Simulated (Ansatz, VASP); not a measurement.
# GdN: VASP beside Ansatz

Contents of POSCAR:

```
GdN
1.0
    3.0388843456      0.0000000000      0.0000000000
    0.0000000000      3.0388843456      0.0000000000
    0.0000000000      0.0000000000      3.0388843456
Gd N
1 1
Direct
    0.0000000000      0.0000000000      0.0000000000
    0.5000000000      0.5000000000      0.5000000000
```

The input INCAR.step1:

```
SYSTEM = GdN
ALGO     = Normal         ! electronic algorithm
EDIFF    = 1E-4           ! SCF threshold, eV
ENCUT    = 520            ! plane-wave cutoff, eV
GGA      = PE             ! functional
ISMEAR   = 0              ! smearing method
ISPIN    = 2              ! spin polarisation
LASPH    = .True.         ! aspherical terms in the spheres
LCHARG   = .False.        ! write CHGCAR
LMAXMIX  = 6              ! l up to which the mixer works
LREAL    = .False.        ! projectors in reciprocal space
LWAVE    = .True.         ! write WAVECAR
MAGMOM   = 7.65 0         ! initial moments
NBANDS   = 22             ! bands
NELM     = 150            ! most SCF steps
PREC     = Accurate       ! precision mode
SIGMA    = 0.05           ! smearing width, eV
```

Contents of INCAR.step2:

```
SYSTEM = GdN
ALGO     = Normal         ! electronic algorithm
EDIFF    = 1E-6           ! SCF threshold, eV
ENCUT    = 520            ! plane-wave cutoff, eV
ISIF     = 2              ! what is computed and relaxed
ISMEAR   = 0              ! smearing method
ISPIN    = 2              ! spin polarisation
ISTART   = 1            
LASPH    = .True.         ! aspherical terms in the spheres
LCHARG   = .False.        ! write CHGCAR
LMAXMIX  = 6              ! l up to which the mixer works
LMIXTAU  = .True.       
LORBIT   = 11             ! projections on sites
LREAL    = .False.        ! projectors in reciprocal space
LWAVE    = .False.        ! write WAVECAR
MAGMOM   = 7.65 0         ! initial moments
METAGGA  = R2SCAN         ! meta-GGA
NBANDS   = 22             ! bands
NELM     = 150            ! most SCF steps
PREC     = Accurate       ! precision mode
SIGMA    = 0.05           ! smearing width, eV
```

File KPOINTS:

```
k-points
0
Gamma
  12 12 12
  0 0 0
```

Input for Ansatz:

```yaml
crystal:
  lattice:
    - [3.0388843456, 0.0, 0.0]
    - [0.0, 3.0388843456, 0.0]
    - [0.0, 0.0, 3.0388843456]
  atoms:
    - { symbol: Gd, position: [0.0, 0.0, 0.0], spin: 7.65 }
    - { symbol: "N", position: [0.5, 0.5, 0.5] }
basis:
  ecutwfc: 500
  ecutrho_ratio: 4
kpoints:
  mp_grid: { grid: [12, 12, 12] }
hamiltonian:
  xc: r2scan
scf:
  occupations: { method: gaussian, width: 0.05 }
output:
  forces: true
  stress: true
  eigenvalues: true
  populations: true
magnetization:
  spin_polarized: true
```

Alike in both runs: task single point; functional r2SCAN; k mesh 12 × 12 × 12; occupations gaussian, width 0.05 eV; collinear spin.

|  | VASP | Ansatz |
| --- | --- | --- |
| version | VASP 6.6.1 | Ansatz 0.2.0 |
| potentials or method | VASP PAW PBE potentials, release 64 (Gd, N), cutoff 520 eV | scalar-relativistic, plane waves, PAW |
| valence electrons in the cell | 23 | 23 |

Ansatz gave:

```
gap on the k mesh at the Fermi level (eV)                     : none
pressure (GPa)                                                : -2.9
net moment per atom (μB)                                      : 3.50
size of the moment on the site where the two differ most (μB) : 6.96
```

Task: Estimate VASP's values.

Result: gap on the k mesh at the Fermi level (eV): none; pressure (GPa): -2.9; net moment per atom (μB): 3.50; size of the moment on the site where the two differ most (μB): 6.79.

VASP's potentials were made for PBE, not for r2SCAN. Site moments also hang on the region over which each program counts them. A gap of «none» marks a metal or a gap that the smearing closes. Ansatz's warnings: stability check not made.

Neither program's run includes spin-orbit coupling.
